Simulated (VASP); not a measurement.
# CsI (Pm-3m) in VASP: further runs

Runs on CsI. Level: PBE. Tasks: single point.

Everything below comes from runs of VASP 6.6.1. Logs are shortened: lines on timing, memory, paths and dates and some standing lists are left out, and cuts for length are marked.

## Step 1: The cell of the first run

Symmetry: Pm-3m, No. 221, cubic system. Conventional cell: a = 4.608 Å, b = 4.608 Å, c = 4.608 Å, α = 90.00°, β = 90.00°, γ = 90.00°. Within 5.2 Å of Cs (site symmetry m-3m) lie 8 I at 3.99 Å and 6 Cs at 4.61 Å. I (site symmetry m-3m) has 8 Cs at 3.99 Å and 6 I at 4.61 Å within 5.2 Å.

## Step 2: Single point, PBE

Input file INCAR:

```
  PREC = Accurate
  ENCUT = 500
  EDIFF = 1E-6
  ISMEAR = 1
  SIGMA = 0.001
  LREAL = F
  LASPH = T
  NELM = 120
  ALGO = Normal
  ISIF = 2
  LWAVE = F
  LCHARG = F
  GGA = PE
  NBANDS = 15
  GGA_COMPAT = F
```

Input file KPOINTS:

```
Automatic mesh
0
Gamma
  4 4 4
```

Input file POSCAR:

```
CsI
1.0
    4.6081405142      0.0000000000      0.0000000000
    0.0000000000      4.6081405142      0.0000000000
    0.0000000000      0.0000000000      4.6081405142
Cs I
1 1
Direct
    0.0000000000      0.0000000000      0.0000000000
    0.5000000000      0.5000000000      0.5000000000
```

Potentials or basis: VASP PAW PBE potentials, release 64 (Cs_sv, I).

The run is started by

```sh
$ cat potpaw_PBE.64/Cs_sv/POTCAR potpaw_PBE.64/I/POTCAR > POTCAR
$ mpirun -np 1 vasp_std > vasp.out
```

OUTCAR:

```text
PREC = Accurate
   ENCUT = 500
   EDIFF = 1E-6
   ISMEAR = 1
   LREAL = F
   LASPH = T
   NELM = 120
   ISIF = 2
   GGA = PE

 ion  position               nearest neighbor table
   1  0.000  0.000  0.000-
   2  0.500  0.500  0.500-

  LATTYP: Found a simple cubic cell.
 ALAT       =     4.6081405142

  Lattice vectors:

 A1 = (   4.6081405142,   0.0000000000,   0.0000000000)
 A2 = (   0.0000000000,   4.6081405142,   0.0000000000)
 A3 = (   0.0000000000,   0.0000000000,   4.6081405142)

Analysis of symmetry for initial positions (statically):
=====================================================================
 Subroutine PRICEL returns:
 Original cell was already a primitive cell.

 Routine SETGRP: Setting up the symmetry group for a
 simple cubic supercell.

 Subroutine GETGRP returns: Found 48 space group operations
 (whereof 48 operations were pure point group operations)
 out of a pool of 48 trial point group operations.

The static configuration has the point symmetry O_h .

Analysis of symmetry for dynamics (positions and initial velocities):
=====================================================================
 Subroutine PRICEL returns:
 Original cell was already a primitive cell.

 Routine SETGRP: Setting up the symmetry group for a
 simple cubic supercell.

 Subroutine GETGRP returns: Found 48 space group operations
 (whereof 48 operations were pure point group operations)
 out of a pool of 48 trial point group operations.

The dynamic configuration has the point symmetry O_h .

 Subroutine INISYM returns: Found 48 space group operations
 (whereof 48 operations are pure point group operations),
 and found     1 'primitive' translations

----------------------------------------------------------------------------------------

                                     Primitive cell

  volume of cell :      97.8537

  direct lattice vectors                    reciprocal lattice vectors
     4.608140514  0.000000000  0.000000000     0.217007272  0.000000000  0.000000000
     0.000000000  4.608140514  0.000000000     0.000000000  0.217007272  0.000000000
     0.000000000  0.000000000  4.608140514     0.000000000  0.000000000  0.217007272

  length of vectors
     4.608140514  4.608140514  4.608140514     0.217007272  0.217007272  0.217007272

  position of ions in fractional coordinates (direct lattice)
     0.000000000  0.000000000  0.000000000
     0.500000000  0.500000000  0.500000000

  ion indices of the primitive-cell ions
   primitive index   ion index
                 1           1
                 2           2

----------------------------------------------------------------------------------------

 KPOINTS: Automatic mesh

Automatic generation of k-mesh.
 Grid dimensions read from file:
 generate k-points for:    4    4    4

 Generating k-lattice:

  Cartesian coordinates                     Fractional coordinates (reciprocal lattice)
     0.054251818  0.000000000  0.000000000     0.250000000  0.000000000  0.000000000
     0.000000000  0.054251818  0.000000000     0.000000000  0.250000000  0.000000000
     0.000000000  0.000000000  0.054251818     0.000000000  0.000000000  0.250000000

  Length of vectors
     0.054251818  0.054251818  0.054251818

  Shift w.r.t. Gamma in fractional coordinates (k-lattice)
     0.000000000  0.000000000  0.000000000

 Subroutine IBZKPT returns following result:
 ===========================================

 Found     10 irreducible k-points:

 Following reciprocal coordinates:
            Coordinates               Weight
  0.000000  0.000000  0.000000      1.000000
  0.250000  0.000000  0.000000      6.000000
  0.500000  0.000000  0.000000      3.000000
  0.250000  0.250000  0.000000     12.000000
  0.500000  0.250000  0.000000     12.000000
  0.500000  0.500000  0.000000      3.000000
  0.250000  0.250000  0.250000      8.000000
  0.500000  0.250000  0.250000     12.000000
  0.500000  0.500000  0.250000      6.000000
  0.500000  0.500000  0.500000      1.000000
   k-points           NKPTS =     10   k-points in BZ     NKDIM =     10   number of bands    NBANDS=     15
   number of dos      NEDOS =    301   number of ions     NIONS =      2
   total plane-waves  NPLWV =  46656
   dimension x,y,z NGX =    36 NGY =   36 NGZ =   36
   dimension x,y,z NGXF=    72 NGYF=   72 NGZF=   72
   ions per type =               1   1
   NGX,Y,Z   is equivalent  to a cutoff of  12.99, 12.99, 12.99 a.u.
   NGXF,Y,Z  is equivalent  to a cutoff of  25.98, 25.98, 25.98 a.u.
 SYSTEM =  unknown system
   PREC   = accura    normal or accurate (medium, high low for compatibility)
   ISTART =      0    job   : 0-new  1-cont  2-samecut
   ICHARG =      2    charge: 1-file 2-atom 10-const
   ISPIN  =      1    spin polarized calculation?
   LNONCOLLINEAR =      F non collinear calculations
   LSORBIT =      F    spin-orbit coupling
   LASPH  =      T    aspherical Exc in radial PAW
   ENCUT  =  500.0 eV  36.75 Ry    6.06 a.u.   8.40  8.40  8.40*2*pi/ulx,y,z
   NELM   =    120;   NELMIN=  2; NELMDL= -5     # of ELM steps
   EDIFF  = 0.1E-05   stopping-criterion for ELM
   LREAL  =      F    real-space projection
   EDIFFG = 0.1E-04   stopping-criterion for IOM
   NSW    =      0    number of steps for IOM
   IBRION =     -1    ionic relax: 0-MD 1-quasi-New 2-CG
   NFREE  =      0    steps in history (QN), initial steepest desc. (CG)
   ISIF   =      2    stress and relaxation
   ISYM   =      2    0-nonsym 1-usesym 2-fastsym
   POTIM  = 0.5000    time-step for ionic-motion
   TEBEG  =    0.0;   TEEND  =   0.0 temperature during run
   PSTRESS=    0.0 pullay stress
   NELECT =      16.0000    total number of electrons
   NUPDOWN=      -1.0000    fix difference up-down
   EMIN   =  10.00;   EMAX   =-10.00  energy-range for DOS
   EFERMI =   0.00;   METHOD = LEGACY
   ISMEAR =     1;   SIGMA  =   0.00  broadening in eV -4-tet -1-fermi 0-gaus
   EFERMI_NEDOS =   21; number of points for ismear=-14 and -15
   IALGO  =     38    algorithm
   IMIX   =      4    mixing-type and parameters
     AMIX     =   0.40;   BMIX     =  1.00
     AMIX_MAG =   1.60;   BMIX_MAG =  1.00
  volume/ion in A,a.u.               =      48.93       330.17
  Fermi-wavevector in a.u.,A,eV,Ry     =   0.895205  1.691692 10.903597  0.801392
  Thomas-Fermi vector in A             =   2.017507
   LORBIT       =      0    0 simple, 1 ext, 2 COOP (PROOUT), +10 PAW based schemes
   GGA     = PE    functional components
   LHFCALC =     F    Hartree Fock is set to
   AEXX    =    0.0000 exact exchange contribution
   IVDW    =     0    specifies the selected vdW correction
   LEPSILON=     F    determine dielectric tensor
   LRPA    =     F    only Hartree local field effects (RPA)
 non-spin polarized calculation
 Methfessel and Paxton  Order N= 1 SIGMA  =   0.00
  energy-cutoff  :      500.00
  volume of cell :       97.85
 maximum number of plane-waves:      2517
 NGX is ok and might be reduce to    36
   NGX = 17   NGY = 17   NGZ = 17

 number of electron      16.0000002 magnetization

 Free energy of the ion-electron system (eV)
  ---------------------------------------------------
  ext. energy  EPLUGINS =         0.00000000
  ---------------------------------------------------
  free energy    TOTEN  =        -5.43500804 eV

  energy without entropy =       -5.43500804  energy(sigma->0) =       -5.43500804

 E-fermi :   0.6776     XC(G=0):  -7.6523

 val. band max:        0.6575578447   @ k =   0.5000   0.5000   0.0000
 cond. band min:       4.4449425371   @ k =   0.0000   0.0000   0.0000
 fundamental gap:      3.7873846923
 Fermi energy:         0.6776088174

 k-point     1 :       0.0000    0.0000    0.0000
  band No.  band energies     occupation
      1     -19.7718      2.00000
      2      -9.9582      2.00000
      3      -6.4757      2.00000
      4      -6.4757      2.00000
      5      -6.4757      2.00000
      6       0.5649      2.00000
      7       0.5649      2.00000
      8       0.5649      2.00000
      9       4.4449      0.00000
     10       4.8754      0.00000
     11       4.8754      0.00000
     12       8.3568      0.00000
     13       8.3568      0.00000
     14       8.3568      0.00000
     15      10.7635      0.00000

 k-point     2 :       0.2500    0.0000    0.0000
  band No.  band energies     occupation
      1     -19.7609      2.00000
      2      -9.9610      2.00000
      3      -6.5487      2.00000
      4      -6.4475      2.00000
      5      -6.4475      2.00000
      6      -0.2463      2.00000
      7       0.4980      2.00000
      8       0.4980      2.00000
      9       5.2324      0.00000
     10       5.5523      0.00000
     11       6.0620      0.00000
     12       8.2585      0.00000
     13       8.2585      0.00000
     14       8.6155      0.00000
     15       8.8720      0.00000

 k-point     3 :       0.5000    0.0000    0.0000
  band No.  band energies     occupation
      1     -19.7500      2.00000
      2      -9.9666      2.00000
      3      -6.6078      2.00000
      4      -6.4188      2.00000
      5      -6.4188      2.00000
      6      -0.8396      2.00000
      7       0.4282      2.00000
      8       0.4282      2.00000
      9       5.8613      0.00000
     10       7.0286      0.00000
     11       7.2634      0.00000
     12       7.4875      0.00000
     13       8.4687      0.00000
     14       8.4687      0.00000
     15       8.9767      0.00000
[... 91 lines left out ...]
 k-point     9 :       0.5000    0.5000    0.2500
  band No.  band energies     occupation
      1     -19.7210      2.00000
      2      -9.7525      2.00000
      3      -6.7595      2.00000
      4      -6.7595      2.00000
      5      -6.5508      2.00000
      6      -0.3877      2.00000
      7      -0.3877      2.00000
      8      -0.0507      2.00000
      9       5.9760      0.00000
     10       6.9676      0.00000
     11       7.0423      0.00000
     12       7.0423      0.00000
     13       9.5059      0.00000
     14       9.5059      0.00000
     15      10.2254      0.00000

 k-point    10 :       0.5000    0.5000    0.5000
  band No.  band energies     occupation
      1     -19.7116      2.00000
      2      -9.7036      2.00000
      3      -6.7088      2.00000
      4      -6.7088      2.00000
      5      -6.7088      2.00000
      6      -0.5861      2.00000
      7      -0.5861      2.00000
      8      -0.5861      2.00000
      9       7.7446      0.00000
     10       7.7446      0.00000
     11       7.7446      0.00000
     12       8.3904      0.00000
     13       8.3904      0.00000
     14       8.3904      0.00000
     15      10.3070      0.00000

------------------------ aborting loop because EDIFF is reached ----------------------------------------

  FORCE on cell =-STRESS in cart. coord.  units (eV):
  Direction    XX          YY          ZZ          XY          YZ          ZX
  --------------------------------------------------------------------------------------
  -------------------------------------------------------------------------------------
  Total        0.2767869      0.2767869      0.2767869      0.0000000      0.0000000     -0.0000000
  in kB        4.5318859      4.5318859      4.5318859      0.0000000      0.0000000     -0.0000000
  external PRESSURE =       4.5318859 kB  Pullay stress =       0.0000000 kB

 VOLUME and BASIS-vectors are now :
 -----------------------------------------------------------------------------
  energy-cutoff  :      500.00
  volume of cell :       97.85
      direct lattice vectors                 reciprocal lattice vectors
     4.608140514  0.000000000  0.000000000     0.217007272  0.000000000  0.000000000
     0.000000000  4.608140514  0.000000000     0.000000000  0.217007272  0.000000000
     0.000000000  0.000000000  4.608140514     0.000000000  0.000000000  0.217007272

 POSITION                                       TOTAL-FORCE (eV/Angst)
 -----------------------------------------------------------------------------------
      0.00000      0.00000      0.00000         0.000000      0.000000      0.000000
      2.30407      2.30407      2.30407         0.000000      0.000000      0.000000
 -----------------------------------------------------------------------------------
    total drift:                                0.000000      0.000000      0.000000

  FREE ENERGIE OF THE ION-ELECTRON SYSTEM (eV)
  ---------------------------------------------------
  free  energy   TOTEN  =        -5.4350080430 eV

  energy  without entropy=       -5.4350080430  energy(sigma->0) =       -5.43500804
```

It took 9.5 s on 1 thread of Intel Xeon Platinum 8375C at 2.90GHz (Ice Lake), shared host; peak memory 0.2 GiB.

What came out:

* Free energy: -5.4350 eV
* Pressure: 0.5 GPa
* Band gap on the k mesh: 3.79 eV, indirect (least direct gap 3.88 eV)

Caveat: spin-orbit coupling is left out, which moves the levels of the heavy elements. A k mesh can miss the band edges.

(Continued in part 2 of 2.)
